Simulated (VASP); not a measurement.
# MgCd2S3 (P1) in VASP: single point with PBE

Aim: the single point of MgCd2S3 with PBE.

Program: VASP 6.6.1. These are calculated values, not measurements. Logs are shortened: lines on timing, memory, paths and dates and some standing lists are left out, and cuts for length are marked.

**1. The cell of the first run**

The typed cell holds 12 atoms: a = 4.147 Å, b = 4.150 Å, c = 20.232 Å, α = 90.07°, β = 89.81°, γ = 120.26°.

**2. Single point, PBE**

INCAR

```
SYSTEM = MgCd2S3
ALGO = Normal
EDIFF = 1E-7
ENCUT = 520
GGA = PE
ISIF = 2
ISMEAR = 0
LASPH = .True.
LCHARG = .True.
LELF = .True.
LREAL = .False.
LVHAR = .True.
LWAVE = .False.
NBANDS = 56
NELM = 80
PREC = Accurate
SIGMA = 0.1
```

KPOINTS

```
k-points
0
Gamma
  6 6 1
  0 0 0
```

POSCAR

```
MgCd2S3
1.0
    4.1465632668     -0.0102108495      0.0069726813
   -2.0821978560      3.5893414939     -0.0026501391
    0.0337928435      0.0050229051     20.2315590082
Mg Cd S
2 4 6
Direct
    0.6648949738      0.3308510761      0.1656205378
    0.6704576835      0.3368005797      0.6655927148
   -0.0017993905     -0.0010131152      0.0024847300
    0.0001229734      0.0003173333      0.5024406307
    0.3338737490      0.6640682969      0.3317332484
    0.3332851803      0.6672255738      0.8317328710
    0.3332134296      0.6673444518      0.4583061465
    0.3312816756      0.6661364621      0.9583554868
    0.6667818995      0.3316226974      0.2874394433
    0.6663705012      0.3345741596      0.7873982881
   -0.0019249130     -0.0017102341      0.1294983909
    0.0034422377      0.0037827183      0.6293975119
```

Potentials or basis: VASP PAW PBE potentials, release 64 (Mg, Cd, S).

On the command line:

```
> cat potpaw_PBE.64/Mg/POTCAR potpaw_PBE.64/Cd/POTCAR potpaw_PBE.64/S/POTCAR > POTCAR
> mpirun -np 1 vasp_std > vasp.out
```

OUTCAR:

```text
SYSTEM = MgCd2S3
   EDIFF = 1E-7
   ENCUT = 520
   GGA = PE
   ISIF = 2
   ISMEAR = 0
   LASPH = .True.
   LREAL = .False.
   NELM = 80
   PREC = Accurate

 ion  position               nearest neighbor table
   1  0.665  0.331  0.166-   9 2.46  11 2.50  11 2.50  11 2.50
   2  0.670  0.337  0.666-  10 2.46  12 2.50  12 2.50  12 2.50
   3  0.998  0.999  0.002-   8 2.55   8 2.55   8 2.55  11 2.57
   4  0.000  0.000  0.502-   7 2.55   7 2.55   7 2.55  12 2.57
   5  0.334  0.664  0.332-   9 2.55   9 2.55   9 2.55   7 2.56
   6  0.333  0.667  0.832-  10 2.55  10 2.55  10 2.55   8 2.56
   7  0.333  0.667  0.458-   4 2.55   4 2.55   4 2.55   5 2.56
   8  0.331  0.666  0.958-   3 2.55   3 2.55   3 2.55   6 2.56
   9  0.667  0.332  0.287-   1 2.46   5 2.55   5 2.55   5 2.55
  10  0.666  0.335  0.787-   2 2.46   6 2.55   6 2.55   6 2.55
  11  0.998  0.998  0.129-   1 2.50   1 2.50   1 2.50   3 2.57
  12  0.003  0.004  0.629-   2 2.50   2 2.50   2 2.50   4 2.57

  LATTYP: Found a triclinic cell.
 ALAT       =     4.1465817013
 B/A-ratio  =     1.0007205525
 C/A-ratio  =     4.8791002593
 COS(alpha) =     0.0012620358
 COS(beta)  =     0.0033512292
 COS(gamma) =     0.5039153338

  Lattice vectors:

 A1 = (  -4.1465632668,   0.0102108495,  -0.0069726813)
 A2 = (  -2.0821978560,   3.5893414939,  -0.0026501391)
 A3 = (  -0.0337928435,  -0.0050229051, -20.2315590082)

Analysis of symmetry for initial positions (statically):
=====================================================================
 Subroutine PRICEL returns:
 Original cell was already a primitive cell.

 Routine SETGRP: Setting up the symmetry group for a
 triclinic supercell.

 Subroutine GETGRP returns: Found  1 space group operations
 (whereof  1 operations were pure point group operations)
 out of a pool of  2 trial point group operations.

The static configuration has the point symmetry C_1 .

Analysis of symmetry for dynamics (positions and initial velocities):
=====================================================================
 Subroutine PRICEL returns:
 Original cell was already a primitive cell.

 Routine SETGRP: Setting up the symmetry group for a
 triclinic supercell.

 Subroutine GETGRP returns: Found  1 space group operations
 (whereof  1 operations were pure point group operations)
 out of a pool of  2 trial point group operations.

The dynamic configuration has the point symmetry C_1 .

 Subroutine INISYM returns: Found  1 space group operations
 (whereof  1 operations are pure point group operations),
 and found     1 'primitive' translations

----------------------------------------------------------------------------------------

                                     Primitive cell

  volume of cell :     300.6840

  direct lattice vectors                    reciprocal lattice vectors
     4.146563267 -0.010210850  0.006972681     0.241509302  0.140100626 -0.000438177
    -2.082197856  3.589341494 -0.002650139     0.000687155  0.279001206 -0.000070416
     0.033792844  0.005022905 20.231559008    -0.000083145 -0.000011738  0.049427870

  length of vectors
     4.146581701  4.149569531 20.231587854     0.279204442  0.279002061  0.049427941

  position of ions in fractional coordinates (direct lattice)
     0.664894974  0.330851076  0.165620538
     0.670457683  0.336800580  0.665592715
     0.998200610  0.998986885  0.002484730
     0.000122973  0.000317333  0.502440631
     0.333873749  0.664068297  0.331733248
     0.333285180  0.667225574  0.831732871
     0.333213430  0.667344452  0.458306147
     0.331281676  0.666136462  0.958355487
     0.666781900  0.331622697  0.287439443
     0.666370501  0.334574160  0.787398288
     0.998075087  0.998289766  0.129498391
     0.003442238  0.003782718  0.629397512

  ion indices of the primitive-cell ions
   primitive index   ion index
                 1           1
                 2           2
                 3           3
                 4           4
                 5           5
                 6           6
                 7           7
                 8           8
                 9           9
                10          10
                11          11
                12          12

----------------------------------------------------------------------------------------

 KPOINTS: k-points

Automatic generation of k-mesh.
 Grid dimensions read from file:
 generate k-points for:    6    6    1

 Generating k-lattice:

  Cartesian coordinates                     Fractional coordinates (reciprocal lattice)
     0.040251550  0.023350104 -0.000073029     0.166666667  0.000000000 -0.000000000
     0.000114526  0.046500201 -0.000011736    -0.000000000  0.166666667  0.000000000
    -0.000083145 -0.000011738  0.049427870     0.000000000  0.000000000  1.000000000

  Length of vectors
     0.046534074  0.046500344  0.049427941

  Shift w.r.t. Gamma in fractional coordinates (k-lattice)
     0.000000000  0.000000000  0.000000000

 Subroutine IBZKPT returns following result:
 ===========================================

 Found     20 irreducible k-points:

 Following reciprocal coordinates:
            Coordinates               Weight
  0.000000  0.000000  0.000000      1.000000
  0.166667  0.000000  0.000000      2.000000
  0.333333  0.000000  0.000000      2.000000
  0.500000  0.000000  0.000000      1.000000
 -0.000000  0.166667  0.000000      2.000000
  0.166667  0.166667  0.000000      2.000000
[... 12 lines left out ...]
  0.333333  0.500000 -0.000000      2.000000
  0.500000  0.500000 -0.000000      1.000000
   k-points           NKPTS =     20   k-points in BZ     NKDIM =     20   number of bands    NBANDS=     56
   number of dos      NEDOS =    301   number of ions     NIONS =     12
   total plane-waves  NPLWV = 153600
   dimension x,y,z NGX =    32 NGY =   32 NGZ =  150
   dimension x,y,z NGXF=    64 NGYF=   64 NGZF=  300
   ions per type =               2   4   6
   NGX,Y,Z   is equivalent  to a cutoff of  12.83, 12.82, 12.33 a.u.
   NGXF,Y,Z  is equivalent  to a cutoff of  25.66, 25.64, 24.65 a.u.
 SYSTEM =  MgCd2S3
   PREC   = accura    normal or accurate (medium, high low for compatibility)
   ISTART =      0    job   : 0-new  1-cont  2-samecut
   ICHARG =      2    charge: 1-file 2-atom 10-const
   ISPIN  =      1    spin polarized calculation?
   LNONCOLLINEAR =      F non collinear calculations
   LSORBIT =      F    spin-orbit coupling
   LASPH  =      T    aspherical Exc in radial PAW
   ENCUT  =  520.0 eV  38.22 Ry    6.18 a.u.   7.71  7.72 37.62*2*pi/ulx,y,z
   NELM   =     80;   NELMIN=  2; NELMDL= -5     # of ELM steps
   EDIFF  = 0.1E-06   stopping-criterion for ELM
   LREAL  =      F    real-space projection
   EDIFFG = 0.1E-05   stopping-criterion for IOM
   NSW    =      0    number of steps for IOM
   IBRION =     -1    ionic relax: 0-MD 1-quasi-New 2-CG
   NFREE  =      0    steps in history (QN), initial steepest desc. (CG)
   ISIF   =      2    stress and relaxation
   ISYM   =      2    0-nonsym 1-usesym 2-fastsym
   POTIM  = 0.5000    time-step for ionic-motion
   TEBEG  =    0.0;   TEEND  =   0.0 temperature during run
   PSTRESS=    0.0 pullay stress
   NELECT =      88.0000    total number of electrons
   NUPDOWN=      -1.0000    fix difference up-down
   EMIN   =  10.00;   EMAX   =-10.00  energy-range for DOS
   EFERMI =   0.00;   METHOD = LEGACY
   ISMEAR =     0;   SIGMA  =   0.10  broadening in eV -4-tet -1-fermi 0-gaus
   EFERMI_NEDOS =   21; number of points for ismear=-14 and -15
   IALGO  =     38    algorithm
   IMIX   =      4    mixing-type and parameters
     AMIX     =   0.40;   BMIX     =  1.00
     AMIX_MAG =   1.60;   BMIX_MAG =  1.00
  volume/ion in A,a.u.               =      25.06       169.09
  Fermi-wavevector in a.u.,A,eV,Ry     =   1.086923  2.053987 16.073957  1.181402
  Thomas-Fermi vector in A             =   2.223071
   LORBIT       =      0    0 simple, 1 ext, 2 COOP (PROOUT), +10 PAW based schemes
   GGA     = PE    functional components
   LHFCALC =     F    Hartree Fock is set to
   AEXX    =    0.0000 exact exchange contribution
   IVDW    =     0    specifies the selected vdW correction
   LEPSILON=     F    determine dielectric tensor
   LRPA    =     F    only Hartree local field effects (RPA)
 non-spin polarized calculation
 Gauss-broadening in eV      SIGMA  =   0.10
  energy-cutoff  :      520.00
  volume of cell :      300.68
 maximum number of plane-waves:      8145
   NGX = 15   NGY = 15   NGZ = 75

 number of electron      88.0000011 magnetization

 Free energy of the ion-electron system (eV)
  ---------------------------------------------------
  ext. energy  EPLUGINS =         0.00000000
  ---------------------------------------------------
  free energy    TOTEN  =       -41.47220778 eV

  energy without entropy =      -41.47220778  energy(sigma->0) =      -41.47220778

 E-fermi :   1.5479     XC(G=0):  -8.7419

 val. band max:        1.0988266182   @ k =   0.0000   0.0000   0.0000
 cond. band min:       2.6190782947   @ k =   0.0000   0.0000   0.0000
 fundamental gap:      1.5202516765
 Fermi energy:         1.5478587226

 k-point     1 :       0.0000    0.0000    0.0000
  band No.  band energies     occupation
      1     -10.8991      2.00000
      2     -10.8348      2.00000
      3     -10.7365      2.00000
      4     -10.6277      2.00000
      5     -10.3998      2.00000
      6     -10.3559      2.00000
[... 48 lines left out ...]
     55       7.8539      0.00000
     56       7.8835      0.00000

 k-point     2 :       0.1667    0.0000    0.0000
  band No.  band energies     occupation
      1     -10.8069      2.00000
      2     -10.7574      2.00000
      3     -10.6490      2.00000
      4     -10.5665      2.00000
      5     -10.3357      2.00000
      6     -10.3034      2.00000
[... 48 lines left out ...]
     55       7.4322      0.00000
     56       7.5342      0.00000

 k-point     3 :       0.3333    0.0000    0.0000
  band No.  band energies     occupation
      1     -10.6170      2.00000
      2     -10.6014      2.00000
      3     -10.4653      2.00000
      4     -10.4407      2.00000
      5     -10.2052      2.00000
      6     -10.1964      2.00000
[... 936 lines left out ...]
 k-point    19 :       0.3333    0.5000   -0.0000
  band No.  band energies     occupation
      1     -10.5275      2.00000
      2     -10.5241      2.00000
      3     -10.3783      2.00000
      4     -10.3736      2.00000
      5     -10.1438      2.00000
      6     -10.1430      2.00000
[... 48 lines left out ...]
     55       7.2353      0.00000
     56       7.3314      0.00000

 k-point    20 :       0.5000    0.5000   -0.0000
  band No.  band energies     occupation
      1     -10.5268      2.00000
      2     -10.5233      2.00000
      3     -10.3776      2.00000
      4     -10.3711      2.00000
      5     -10.1462      2.00000
      6     -10.1433      2.00000
[... 48 lines left out ...]
     55       7.3762      0.00000
     56       8.1109      0.00000

------------------------ aborting loop because EDIFF is reached ----------------------------------------

  FORCE on cell =-STRESS in cart. coord.  units (eV):
  Direction    XX          YY          ZZ          XY          YZ          ZX
  --------------------------------------------------------------------------------------
  -------------------------------------------------------------------------------------
  Total        0.0749745      0.2466117      0.2664925      0.1504970     -0.0426132     -0.0237359
  in kB        0.3994972      1.3140564      1.4199898      0.8019147     -0.2270618     -0.1264755
  external PRESSURE =       1.0445145 kB  Pullay stress =       0.0000000 kB

 VOLUME and BASIS-vectors are now :
 -----------------------------------------------------------------------------
  energy-cutoff  :      520.00
  volume of cell :      300.68
      direct lattice vectors                 reciprocal lattice vectors
     4.146563267 -0.010210850  0.006972681     0.241509302  0.140100626 -0.000438177
    -2.082197856  3.589341494 -0.002650139     0.000687155  0.279001206 -0.000070416
     0.033792844  0.005022905 20.231559008    -0.000083145 -0.000011738  0.049427870

 POSITION                                       TOTAL-FORCE (eV/Angst)
 -----------------------------------------------------------------------------------
      2.07373      1.18158      3.35452         0.002144      0.004907      0.001791
      2.10130      1.20539     13.46976        -0.001691     -0.004607     -0.004042
      2.05910      3.57553      0.05458         0.002932     -0.003606      0.025911
      0.01683      0.00366     10.16516         0.004134     -0.003266      0.020731
      0.01292      2.38183      6.71205        -0.003542      0.004160     -0.009799
      0.02080      2.39568     16.82781        -0.000137     -0.000869     -0.007569
      0.00763      2.39423      9.27280        -0.000361      0.003838     -0.012895
      0.01904      2.39242     19.38957        -0.000247      0.004803     -0.018320
      2.08406      1.18494      5.81912        -0.001207     -0.001642     -0.031291
      2.09311      1.19805     15.93405         0.002975      0.001779     -0.026575
      2.06432      3.57366      2.62427        -0.000148     -0.002667      0.025904
      0.02767      0.01670     12.73371        -0.004852     -0.002833      0.036154
 -----------------------------------------------------------------------------------
    total drift:                                0.000062     -0.000016     -0.002069

  FREE ENERGIE OF THE ION-ELECTRON SYSTEM (eV)
  ---------------------------------------------------
  free  energy   TOTEN  =       -41.4722077768 eV

  energy  without entropy=      -41.4722077768  energy(sigma->0) =      -41.47220778
```

Wall time 4.4 min (1 thread of Intel Xeon Platinum 8488C (Sapphire Rapids), shared host); peak memory 0.54 GiB.

Results:

```
Free energy            : -41.4722 eV
Pressure               : 0.1 GPa
Largest force          : 0.037 eV/Å
Band gap on the k mesh : 1.52 eV
```

Forces on the atoms (eV/Å):
```
Mg   0.002  0.005  0.002
Mg  -0.002 -0.005 -0.004
Cd   0.003 -0.004  0.026
Cd   0.004 -0.003  0.021
Cd  -0.004  0.004 -0.010
Cd   0.000 -0.001 -0.008
S    0.000  0.004 -0.013
S    0.000  0.005 -0.018
S   -0.001 -0.002 -0.031
S    0.003  0.002 -0.027
S    0.000 -0.003  0.026
S   -0.005 -0.003  0.036
```
